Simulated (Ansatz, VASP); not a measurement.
**CuPd in VASP and in Ansatz**

```
Cu Pd
1.0
     2.95812    0.00000    0.00000
     0.00000    2.95812    0.00000
     0.00000    0.00000    2.98800
Cu Pd
1 1
Direct
  0.00000 0.00000 0.00000
  0.50000 0.50000 0.50000
```

Change from the starting cell: equal xx and yy strain of -1 %.

Alike in both runs: task single point; functional PBEsol; k mesh 14 × 14 × 14; occupations fermi-dirac, width 0.05 eV; no spin polarisation.

|  | VASP | Ansatz |
| --- | --- | --- |
| version | VASP 6.6.1 | Ansatz 0.2.0 |
| potentials or method | VASP PAW PBE potentials, release 64 (Cu, Pd), cutoff 520 eV | all-electron LAPW, scalar-relativistic |

```csv
,VASP,Ansatz,Ansatz less VASP
pressure (GPa),-0.9,-1.2,-0.26
"traceless stress, the component that is largest in VASP (GPa)",-0.22,-0.22,-0.002
```

VASP's potentials were made for PBE, not for PBEsol. Ansatz ran all-electron here, and VASP with PAW potentials.
